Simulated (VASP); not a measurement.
**AlGa3N4: single point with PBEsol**

Crystal: AlGa3N4.

```xyz
8
Lattice="4.4676 0.0000 0.0000 0.0000 4.4676 0.0000 0.0000 0.0000 4.4676" Properties=species:S:1:pos:R:3 pbc="T T T"
Al    0.0000    0.0000    0.0000
Ga    2.2338    2.2338    0.0000
Ga    2.2338    0.0000    2.2338
Ga    0.0000    2.2338    2.2338
N     3.3733    3.3732    1.0944
N     3.3732    1.0944    3.3732
N     1.0944    3.3733    3.3732
N     1.0944    1.0944    1.0944
```

```json
{
 "Program": "VASP 6.6.1",
 "Task": "single point",
 "Functional": "PBEsol",
 "Potentials or basis": "VASP PAW PBE potentials, release 64 (Al, Ga_d, N)",
 "Cutoff": "520 eV",
 "k mesh": "6 × 6 × 6",
 "Occupations": "gaussian, width 0.05 eV",
 "Spin": "no spin polarisation",
 "Dipole correction": "no",
 "Further INCAR settings": "ALGO = Normal; EDIFF = 1e-06; NBANDS = 41"
}
```

| Quantity | Value |
| --- | --- |
| Pressure | -0.2 GPa |
| Largest force | 0.011 eV/Å |
| Band gap on the k mesh | 2.31 eV |

Forces on the atoms (eV/Å):
```
Al   0.000  0.000  0.000
Ga   0.000  0.000  0.000
Ga   0.000  0.000  0.000
Ga   0.000  0.000  0.000
N   -0.006 -0.006  0.006
N   -0.006  0.006 -0.006
N    0.006 -0.006 -0.006
N    0.006  0.006  0.006
```

Levels at points of the mesh, in eV from the valence-band top:
| k point | band 27 | band 28 | band 29 | band 30 | band 31 | band 32 | band 33 | band 34 | band 35 | band 36 |
| --- | --- | --- | --- | --- | --- | --- | --- | --- | --- | --- |
| (0.00, 0.00, 0.00) | -2.47 | -2.47 | 0.00 | 0.00 | 0.00 | 2.31 | 3.33 | 3.33 | 3.33 | 6.45 |
| (0.50, 0.00, 0.00) | -2.84 | -1.49 | -1.49 | -1.20 | -1.20 | 4.84 | 4.94 | 6.14 | 6.14 | 7.67 |
| (0.50, 0.50, 0.00) | -3.04 | -0.99 | -0.94 | -0.94 | -0.63 | 6.66 | 6.84 | 6.84 | 7.27 | 7.28 |
| (0.50, 0.50, 0.50) | -0.75 | -0.75 | -0.68 | -0.68 | -0.68 | 4.93 | 4.93 | 4.93 | 6.19 | 8.92 |

Wall time 74 s on 1 thread of Intel(R) Xeon(R) Platinum 8259CL CPU @ 2.50GHz (Skylake/Cascade Lake), with other jobs on the host, peak memory 0.22 GiB.

Caveat: the PAW data sets were made with another functional, which shifts forces and pressure a little.
